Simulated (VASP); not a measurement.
# BN in VASP: relaxation of the atoms with PBE+D3(BJ)

Aim: the relaxation of the atoms of BN with PBE+D3(BJ).

All numbers are computed with VASP 6.6.1; they aren't measurements. Logs are shortened: lines on timing, memory, paths and dates and some standing lists are left out, and cuts for length are marked.

### 1 The cell of the first run

The cell holds a slab with vacuum, 4 atoms: a = 2.509 Å, b = 2.509 Å, c = 32.600 Å, α = 90.00°, β = 90.00°, γ = 60.00°.

### 2 Relaxation of the atoms, PBE+D3(BJ)

The input, INCAR:

```
  PREC = Accurate
  ENCUT = 520
  EDIFF = 1E-7
  ISMEAR = 0
  SIGMA = 0.02
  LREAL = False
  LASPH = True
  NELM = 60
  ALGO = Normal
  ISIF = 2
  LWAVE = False
  LCHARG = False
  LDIPOL = True
  IDIPOL = 3
  DIPOL = 0.5 0.5 0.500
  GGA = PE
  IVDW = 12
  IBRION = 2
  NSW = 70
  EDIFFG = -0.01
```

The input, KPOINTS:

```
regular mesh
0
Gamma
  10 10 1
```

The input, POSCAR:

```
BN
1.0
    2.5087542034      0.0014369843      0.0000000000
    1.2531178291      2.1733719020      0.0000000000
    0.0000000000      0.0000000000     32.6000000000
B N
2 2
Selective dynamics
Direct
    0.4999824924      0.4999824924      0.4493865031  F F T
    0.1666491590      0.1666491590      0.5506134969  F F T
    0.8333175176      0.8333175176      0.4493865031  T T T
    0.4999841843      0.4999841843      0.5506134969  T T T
```

Potentials or basis: VASP PAW PBE potentials, release 64 (B, N).

Command:

```console
$ cat potpaw_PBE.64/B/POTCAR potpaw_PBE.64/N/POTCAR > POTCAR
$ mpirun -np 1 vasp_std > vasp.out
```

OUTCAR:

```text
PREC = Accurate
   ENCUT = 520
   EDIFF = 1E-7
   ISMEAR = 0
   LREAL = False
   LASPH = True
   NELM = 60
   ISIF = 2
   GGA = PE
   IVDW = 12
   IBRION = 2
   NSW = 70
   EDIFFG = -0.01
 IVDW          = 12

 ion  position               nearest neighbor table
   1  0.500  0.500  0.449-   3 1.45   3 1.45   3 1.45
   2  0.167  0.167  0.551-   4 1.45   4 1.45   4 1.45
   3  0.833  0.833  0.449-   1 1.45   1 1.45   1 1.45
   4  0.500  0.500  0.551-   2 1.45   2 1.45   2 1.45

  LATTYP: Found a hexagonal cell.
 ALAT       =     2.5087546149
 C/A-ratio  =    12.9944952790

  Lattice vectors:

 A1 = (  -1.2531178291,  -2.1733719020,   0.0000000000)
 A2 = (   2.5087542034,   0.0014369843,   0.0000000000)
 A3 = (   0.0000000000,   0.0000000000,  32.6000000000)

Analysis of symmetry for initial positions (statically):
=====================================================================
 Subroutine PRICEL returns:
 Original cell was already a primitive cell.

 Routine SETGRP: Setting up the symmetry group for a
 hexagonal supercell.

 Subroutine GETGRP returns: Found  6 space group operations
 (whereof  2 operations were pure point group operations)
 out of a pool of 24 trial point group operations.

The static configuration has the point symmetry C_1h.
 The point group associated with its full space group is C_3v.

Analysis of symmetry for dynamics (positions and initial velocities):
=====================================================================
 Subroutine PRICEL returns:
 Original cell was already a primitive cell.

 Routine SETGRP: Setting up the symmetry group for a
 hexagonal supercell.

 Subroutine GETGRP returns: Found  6 space group operations
 (whereof  2 operations were pure point group operations)
 out of a pool of 24 trial point group operations.

The dynamic configuration has the point symmetry C_1h.
 The point group associated with its full space group is C_3v.

Analysis of constrained symmetry for selective dynamics:
=====================================================================
 Subroutine PRICEL returns:
 Original cell was already a primitive cell.

 Routine SETGRP: Setting up the symmetry group for a
 hexagonal supercell.

 Subroutine GETGRP returns: Found  6 space group operations
 (whereof  2 operations were pure point group operations)
 out of a pool of 24 trial point group operations.

The constrained configuration has the point symmetry C_1h.
 The point group associated with its full space group is C_3v.
[... 123 lines left out ...]
 conjugate gradient relaxation of ions
 non-spin polarized calculation
 Gauss-broadening in eV      SIGMA  =   0.02
  energy-cutoff  :      520.00
  volume of cell :      177.69
 maximum number of plane-waves:      4825
   NGX =  9   NGY =  9   NGZ =121

--------------------------------------- Ionic step        1  -------------------------------------------

 number of electron      16.0000003 magnetization

 Free energy of the ion-electron system (eV)
  ---------------------------------------------------
  ext. energy  EPLUGINS =         0.00000000
  ---------------------------------------------------
  free energy    TOTEN  =       -35.17665076 eV

  energy without entropy =      -35.17665076  energy(sigma->0) =      -35.17665076

------------------------ aborting loop because EDIFF is reached ----------------------------------------

 Edisp (eV)   -0.42597

 E8    (eV) :    -0.1316
[... 35 lines left out ...]
 number of electron      16.0000003 magnetization

------------------------ aborting loop because EDIFF is reached ----------------------------------------

 vacuum level on the upper side and lower side of the slab       (xc-potential included)        -0.073         0.052

 Edisp (eV)   -0.42593

 E8    (eV) :    -0.1316

  FORCE on cell =-STRESS in cart. coord.  units (eV):
  Direction    XX          YY          ZZ          XY          YZ          ZX
  --------------------------------------------------------------------------------------
  -------------------------------------------------------------------------------------
  Total      -0.07552    -0.07552     0.00438     0.00000    -0.00000    -0.00000
  in kB      -0.68096    -0.68097     0.03950     0.00000    -0.00000    -0.00000
  external pressure =       -0.44 kB  Pullay stress =        0.00 kB
[... 25 lines left out ...]
--------------------------------------- Ionic step        3  -------------------------------------------

 number of electron      16.0000003 magnetization

 dipolmoment           0.000000      0.000000     -0.003818 electrons x Angstroem

 Free energy of the ion-electron system (eV)
  ---------------------------------------------------
  ext. energy  EPLUGINS =         0.00000000
  ---------------------------------------------------
  free energy    TOTEN  =       -35.17671565 eV

  energy without entropy =      -35.17671565  energy(sigma->0) =      -35.17671565

 E-fermi :  -4.1533     XC(G=0):  -2.3251

 val. band max:       -4.2515917554   @ k =  -0.4000   0.3000   0.0000
 cond. band min:       0.3265189056   @ k =   0.5000  -0.0000   0.0000
 fundamental gap:      4.5781106610
 Fermi energy:        -4.1532951961

 k-point     1 :       0.0000    0.0000    0.0000
  band No.  band energies     occupation
      1     -21.9238      2.00000
      2     -21.7304      2.00000
      3      -9.9382      2.00000
      4      -8.8595      2.00000
      5      -5.5925      2.00000
      6      -5.5923      2.00000
      7      -5.4715      2.00000
      8      -5.4712      2.00000
      9       0.6199      0.00000
     10       1.1108      0.00000
     11       1.6657      0.00000
     12       1.9630      0.00000
[... 183 lines left out ...]
      1     -18.3503      2.00000
      2     -18.2263      2.00000
      3     -12.2135      2.00000
      4     -12.0956      2.00000
      5     -11.0731      2.00000
      6     -10.9522      2.00000
      7      -4.5386      2.00000
      8      -4.2516      2.00000
      9       0.5315      0.00000
     10       0.7121      0.00000
     11       7.9056      0.00000
     12       8.2511      0.00000

------------------------ aborting loop because EDIFF is reached ----------------------------------------

 vacuum level on the upper side and lower side of the slab       (xc-potential included)        -0.128        -0.006

 Edisp (eV)   -0.42594

 E8    (eV) :    -0.1316

  FORCE on cell =-STRESS in cart. coord.  units (eV):
  Direction    XX          YY          ZZ          XY          YZ          ZX
  --------------------------------------------------------------------------------------
  -------------------------------------------------------------------------------------
  Total      -0.07556    -0.07556     0.00553     0.00000     0.00000    -0.00000
  in kB      -0.68132    -0.68133     0.04990     0.00000     0.00000    -0.00000
  external pressure =       -0.44 kB  Pullay stress =        0.00 kB
[... 19 lines left out ...]
  FREE ENERGIE OF THE ION-ELECTRON SYSTEM (eV)
  ---------------------------------------------------
  free  energy   TOTEN  =       -35.6026555380 eV

  energy  without entropy=      -35.6026555380  energy(sigma->0) =      -35.60265554

 reached required accuracy - stopping structural energy minimisation

 vacuum level on the upper side and lower side of the slab         1.506         1.628
```

Wall time 94 s (1 thread of Intel Xeon Platinum 8259CL at 2.50GHz (Skylake/Cascade Lake), shared host); peak memory 0.31 GiB.

What came out:

```
Free energy                : -35.6027 eV
Energy gained by relaxing  : 0.0 meV/atom
Ionic steps                : 3
Band gap on the k mesh     : 4.58 eV (least direct gap 4.78 eV)
Dispersion energy per atom : -0.106 eV
```

Final structure:
```xyz
4
Lattice="2.5088 0.0014 0.0000 1.2531 2.1734 0.0000 0.0000 0.0000 32.6000" Properties=species:S:1:pos:R:3 pbc="T T T"
B     1.8809    1.0874   14.6507
B     0.6269    0.3624   17.9497
N     3.1348    1.8123   14.6488
N     1.8809    1.0874   17.9508
```
